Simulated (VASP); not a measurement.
Runs of VASP 6.6.1 on Ga. The structure is that of space group C2/c (No. 15), or close to it. The cells are those of the table. 

```tsv
cell	further INCAR settings	gap on the mesh (eV)	pressure (GPa)	largest force (eV/Å)
a = 4.361, b = 4.361, c = 4.160 Å, angles 99.0, 99.0, 118.4°, 4 atoms	ALGO = Fast; EDIFF = 1e-07; NBANDS = 34	none	(a)	1.89
a = 4.349, b = 4.349, c = 4.609 Å, angles 92.1, 92.1, 118.9°, 4 atoms	ALGO = Fast; EDIFF = 1e-07; NBANDS = 34	none	-1.5	0.14
a = 4.361, b = 4.361, c = 4.489 Å, angles 98.6, 98.6, 118.4°, 4 atoms	ALGO = Fast; EDIFF = 1e-07; NBANDS = 34	none	7.9	1.40
a = 4.361, b = 4.361, c = 4.818 Å, angles 98.4, 98.4, 118.4°, 4 atoms	ALGO = Fast; EDIFF = 1e-06; NBANDS = 34	none	(b)	1.06
a = 4.355, b = 4.355, c = 3.971 Å, angles 96.9, 96.9, 118.6°, 4 atoms	ALGO = Fast; EDIFF = 1e-06; NBANDS = 34	none	(c)	1.52
a = 4.355, b = 4.355, c = 5.129 Å, angles 96.1, 96.1, 118.6°, 4 atoms	ALGO = Fast; EDIFF = 1e-06; NBANDS = 34	none	-3.8	0.50
a = 4.355, b = 4.355, c = 4.136 Å, angles 96.8, 96.8, 118.6°, 4 atoms	ALGO = Fast; EDIFF = 1e-07; NBANDS = 34	none	12.6	1.17
a = 4.355, b = 4.355, c = 4.467 Å, angles 96.5, 96.5, 118.6°, 4 atoms	ALGO = Fast; EDIFF = 1e-07; NBANDS = 34	none	4.8	0.77
a = 4.361, b = 4.361, c = 3.996 Å, angles 99.2, 99.2, 118.4°, 4 atoms	ALGO = Fast; EDIFF = 1e-06; NBANDS = 34	none	22.7	2.21
```

Alike in all rows: task single point; level LDA; potentials or basis VASP PAW LDA potentials, release 64 (Ga_d); no spin polarisation; k mesh 10 × 10 × 10; cutoff (eV) 520; smearing gaussian 0.15 eV.

Problem. Fill in the values left out.

Solution. (a) 16.6; (b) 1.8; (c) 18.1.

Caveats: forces of over 1 eV/Å act on the atoms, so gaps and moduli don't describe the material at rest (at least some runs); the stress differs along the axes, from 8 to 26 GPa (at least some runs); the stress differs along the axes, from 2 to 14 GPa (at least some runs); the stress differs along the axes, from -1 to 5 GPa (at least some runs); the stress differs along the axes, from 10 to 24 GPa (at least some runs); the cell stands under tension (at least some runs); the stress differs along the axes, from 6 to 18 GPa (at least some runs).

A k mesh can miss the band edges, and the runs leave out spin-orbit coupling on Ga.

A gap of «none» marks levels without a gap at the run's occupations.
